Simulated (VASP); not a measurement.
# Hg (P6_3/mmc) in VASP: notebook

Runs on Hg. Level: PBEsol+D3(BJ). Tasks: single point.

All numbers are computed with VASP 6.6.1; they aren't measurements. Logs are shortened: lines on timing, memory, paths and dates and some standing lists are left out, and cuts for length are marked.

### Step 1. The cell of the first run

Symmetry: P6_3/mmc, No. 194, hexagonal system. The conventional cell has a = 3.131 Å, b = 3.131 Å, c = 5.438 Å, α = 90.00°, β = 90.00°, γ = 120.00°. Within 4.1 Å of Hg (site symmetry -6m2) lie 12 Hg at 3.13 to 3.26 Å.

### Step 2. Single point, PBEsol+D3(BJ) (23.08 Å³/atom)

Contents of INCAR:

```
PREC = Accurate
ENCUT = 520
EDIFF = 1E-6
ISMEAR = 0
SIGMA = 0.15
LREAL = F
LASPH = T
NELM = 100
ALGO = Fast
ISIF = 2
LWAVE = F
LCHARG = F
GGA = PS
IVDW = 12
NBANDS = 19
```

Contents of KPOINTS:

```
Automatic mesh
0
Gamma
  18 18 10
```

Contents of POSCAR:

```
Hg
1.0
    3.1311476280      0.0000000000      0.0000000000
   -1.5655738140      2.7116533888      0.0000000000
    0.0000000000      0.0000000000      5.4375509708
Hg
2
Direct
    0.6666666667      0.3333333333      0.7500000000
    0.3333333333      0.6666666667      0.2500000000
```

Potentials or basis: VASP PAW PBE potentials, release 64 (Hg).

Launch:

```console
cat potpaw_PBE.64/Hg/POTCAR > POTCAR
mpirun -np 1 vasp_std > vasp.out
```

OUTCAR:

```text
PREC = Accurate
   ENCUT = 520
   EDIFF = 1E-6
   ISMEAR = 0
   LREAL = F
   LASPH = T
   NELM = 100
   ISIF = 2
   GGA = PS
   IVDW = 12
 IVDW          = 12

 ion  position               nearest neighbor table
   1  0.667  0.333  0.750-   2 3.26   2 3.26   2 3.26   2 3.26   2 3.26   2 3.26
   2  0.333  0.667  0.250-   1 3.26   1 3.26   1 3.26   1 3.26   1 3.26   1 3.26

  LATTYP: Found a hexagonal cell.
 ALAT       =     3.1311476280
 C/A-ratio  =     1.7366000000

  Lattice vectors:

 A1 = (   3.1311476280,   0.0000000000,   0.0000000000)
 A2 = (  -1.5655738140,   2.7116533888,   0.0000000000)
 A3 = (   0.0000000000,   0.0000000000,   5.4375509708)

Analysis of symmetry for initial positions (statically):
=====================================================================
 Subroutine PRICEL returns:
 Original cell was already a primitive cell.

 Routine SETGRP: Setting up the symmetry group for a
 hexagonal supercell.

 Subroutine GETGRP returns: Found 24 space group operations
 (whereof 12 operations were pure point group operations)
 out of a pool of 24 trial point group operations.

The static configuration has the point symmetry D_3d.
 The point group associated with its full space group is D_6h.

Analysis of symmetry for dynamics (positions and initial velocities):
=====================================================================
 Subroutine PRICEL returns:
 Original cell was already a primitive cell.

 Routine SETGRP: Setting up the symmetry group for a
 hexagonal supercell.

 Subroutine GETGRP returns: Found 24 space group operations
 (whereof 12 operations were pure point group operations)
 out of a pool of 24 trial point group operations.

The dynamic configuration has the point symmetry D_3d.
 The point group associated with its full space group is D_6h.

 Subroutine INISYM returns: Found 24 space group operations
 (whereof 12 operations are pure point group operations),
 and found     1 'primitive' translations

----------------------------------------------------------------------------------------

                                     Primitive cell

  volume of cell :      46.1680

  direct lattice vectors                    reciprocal lattice vectors
     3.131147628  0.000000000  0.000000000     0.319371719  0.184389348  0.000000000
    -1.565573814  2.711653389  0.000000000     0.000000000  0.368778696  0.000000000
     0.000000000  0.000000000  5.437550971     0.000000000  0.000000000  0.183906322

  length of vectors
     3.131147628  3.131147628  5.437550971     0.368778696  0.368778696  0.183906322

  position of ions in fractional coordinates (direct lattice)
     0.666666667  0.333333333  0.750000000
[... 80 lines left out ...]
   EDIFFG = 0.1E-04   stopping-criterion for IOM
   NSW    =      0    number of steps for IOM
   IBRION =     -1    ionic relax: 0-MD 1-quasi-New 2-CG
   NFREE  =      0    steps in history (QN), initial steepest desc. (CG)
   ISIF   =      2    stress and relaxation
   ISYM   =      2    0-nonsym 1-usesym 2-fastsym
   POTIM  = 0.5000    time-step for ionic-motion
   TEBEG  =    0.0;   TEEND  =   0.0 temperature during run
   PSTRESS=    0.0 pullay stress
   NELECT =      24.0000    total number of electrons
   NUPDOWN=      -1.0000    fix difference up-down
   EMIN   =  10.00;   EMAX   =-10.00  energy-range for DOS
   EFERMI =   0.00;   METHOD = LEGACY
   ISMEAR =     0;   SIGMA  =   0.15  broadening in eV -4-tet -1-fermi 0-gaus
   EFERMI_NEDOS =   21; number of points for ismear=-14 and -15
   IALGO  =     68    algorithm
   IMIX   =      4    mixing-type and parameters
     AMIX     =   0.40;   BMIX     =  1.00
     AMIX_MAG =   1.60;   BMIX_MAG =  1.00
  volume/ion in A,a.u.               =      23.08       155.78
  Fermi-wavevector in a.u.,A,eV,Ry     =   1.316330  2.487504 23.575162  1.732726
  Thomas-Fermi vector in A             =   2.446450
   LORBIT       =      0    0 simple, 1 ext, 2 COOP (PROOUT), +10 PAW based schemes
   GGA     = PS    functional components
   LHFCALC =     F    Hartree Fock is set to
   AEXX    =    0.0000 exact exchange contribution
   IVDW    =    12    specifies the selected vdW correction
   LEPSILON=     F    determine dielectric tensor
   LRPA    =     F    only Hartree local field effects (RPA)
 non-spin polarized calculation
 RMM-DIIS sequential band-by-band and
 Gauss-broadening in eV      SIGMA  =   0.15
  energy-cutoff  :      520.00
  volume of cell :       46.17
 maximum number of plane-waves:      1275
 NGX is ok and might be reduce to    24
   NGX = 11   NGY = 11   NGZ = 21

 number of electron      23.9999997 magnetization

 Free energy of the ion-electron system (eV)
  ---------------------------------------------------
  ext. energy  EPLUGINS =         0.00000000
  ---------------------------------------------------
  free energy    TOTEN  =        -1.07831889 eV

  energy without entropy =       -1.06882672  energy(sigma->0) =       -1.07357281

 E-fermi :   2.5998     XC(G=0): -11.1724

 val. band max:        2.5813826898   @ k =   0.3333   0.2778   0.3000
 cond. band min:       2.6086124131   @ k =   0.3333   0.2222   0.2000
 fundamental gap:      0.0272297233
 Fermi energy:         2.5998166075

 k-point     1 :       0.0000    0.0000    0.0000
  band No.  band energies     occupation
      1      -6.5648      2.00000
      2      -5.5073      2.00000
      3      -4.4943      2.00000
      4      -4.2767      2.00000
      5      -4.2767      2.00000
      6      -4.1650      2.00000
[... 505 lines left out ...]
      6      -3.9800      2.00000
[... 11 lines left out ...]
     18      13.7968      0.00000
     19      14.7844      0.00000

 [... further k-points ...]

------------------------ aborting loop because EDIFF is reached ----------------------------------------

 Edisp (eV)   -0.86497

 E8    (eV) :    -0.5867

  FORCE on cell =-STRESS in cart. coord.  units (eV):
  Direction    XX          YY          ZZ          XY          YZ          ZX
  --------------------------------------------------------------------------------------
  -------------------------------------------------------------------------------------
  Total      -0.54175    -0.54175    -0.65719     0.00000     0.00000     0.00000
  in kB     -18.80030   -18.80030   -22.80661     0.00000     0.00000     0.00000
  external pressure =      -20.14 kB  Pullay stress =        0.00 kB

 VOLUME and BASIS-vectors are now :
 -----------------------------------------------------------------------------
  energy-cutoff  :      520.00
  volume of cell :       46.17
      direct lattice vectors                 reciprocal lattice vectors
     3.131147628  0.000000000  0.000000000     0.319371719  0.184389348  0.000000000
    -1.565573814  2.711653389  0.000000000     0.000000000  0.368778696  0.000000000
     0.000000000  0.000000000  5.437550971     0.000000000  0.000000000  0.183906322

 POSITION                                       TOTAL-FORCE (eV/Angst)
 -----------------------------------------------------------------------------------
      1.56557      0.90388      4.07816        -0.000000      0.000000      0.000000
     -0.00000      1.80777      1.35939         0.000000      0.000000      0.000000
 -----------------------------------------------------------------------------------
    total drift:                                0.000000     -0.000000      0.000000

  FREE ENERGIE OF THE ION-ELECTRON SYSTEM (eV)
  ---------------------------------------------------
  free  energy   TOTEN  =        -1.9432863490 eV

  energy  without entropy=       -1.9337941768  energy(sigma->0) =       -1.93854026
```

It took 39 s on 1 thread of Intel Xeon 6975P-C (Granite Rapids), shared host; peak memory 0.29 GiB.

What came out:

- Free energy: -1.9433 eV
- Pressure: -2.0 GPa
- Band gap on the k mesh: zero (bands 12 and 13 overlap by 2.21 eV)
- Dispersion energy per atom: -0.432 eV

Caveat: the PAW data sets were made with another functional, which shifts forces and pressure a little; spin-orbit coupling is left out, which moves the levels of the heavy elements.

### Step 3. Single point, PBEsol+D3(BJ) (23.08 Å³/atom)

Contents of INCAR:

```
SYSTEM = Hg
PREC     = Accurate       ! precision mode
ENCUT    = 520            ! plane-wave cutoff, eV
EDIFF    = 1E-7           ! SCF threshold, eV
ISMEAR   = 0              ! smearing method
SIGMA    = 0.15           ! smearing width, eV
LREAL    = .False.        ! projectors in reciprocal space
LASPH    = .True.         ! aspherical terms in the spheres
NELM     = 60             ! most SCF steps
ALGO     = Fast           ! electronic algorithm
ISIF     = 2              ! what is computed and relaxed
LWAVE    = .False.        ! write WAVECAR
LCHARG   = .False.        ! write CHGCAR
GGA      = PS             ! functional
IVDW     = 12             ! dispersion correction
NBANDS   = 19             ! bands
```

Contents of KPOINTS:

```
regular mesh
0
Gamma
  18 18 10
  0 0 0
```

Contents of POSCAR:

```
Hg
1.0
    3.2592327185      0.0000000000      0.0000000000
   -1.6296163593      2.8225783311      0.0000000000
    0.0000000000      0.0000000000      5.0185665400
Hg
2
Direct
    0.6666666667      0.3333333333      0.7500000000
    0.3333333333      0.6666666667      0.2500000000
```

Potentials or basis: VASP PAW PBE potentials, release 64 (Hg).

Launch:

```console
cat potpaw_PBE.64/Hg/POTCAR > POTCAR
mpirun -np 1 vasp_std > vasp.out
```

Wall time 44 s (1 thread of Intel Xeon 6975P-C (Granite Rapids), shared host); peak memory 0.28 GiB.

It converged, with:

```
Free energy                : -1.9493 eV
Pressure                   : -1.8 GPa
Band gap on the k mesh     : zero (bands 12 and 13 overlap by 1.12 eV)
Dispersion energy per atom : -0.433 eV
```

Stress tensor (GPa, compression positive):
```
-1.84  0.00  0.00
 0.00 -1.84  0.00
 0.00  0.00 -1.75
```

Levels at points of the mesh, in eV from the Fermi level:
| k point | band 9 | band 10 | band 11 | band 12 | band 13 | band 14 | band 15 | band 16 |
| --- | --- | --- | --- | --- | --- | --- | --- | --- |
| (0.00, 0.00, 0.00) | -6.61 | -5.74 | -5.74 | -1.31 | -0.76 | 12.04 | 12.04 | 12.76 |
| (0.50, 0.00, 0.00) | -5.65 | -5.56 | -2.57 | -2.45 | 3.27 | 3.53 | 4.30 | 6.54 |
| (0.00, 0.00, 0.50) | -5.97 | -5.97 | -5.97 | -5.97 | 7.94 | 7.94 | 13.01 | 13.01 |
| (0.50, 0.00, 0.50) | -5.69 | -5.69 | -1.41 | -1.41 | -0.22 | -0.22 | 9.06 | 9.06 |

Caveat: the PAW data sets were made with another functional, which shifts forces and pressure a little; spin-orbit coupling is left out, which moves the levels of the heavy elements.

(Part 1 of 3 ends here.)

The gap in the log of VASP goes by the Fermi energy; the results here count the filled bands.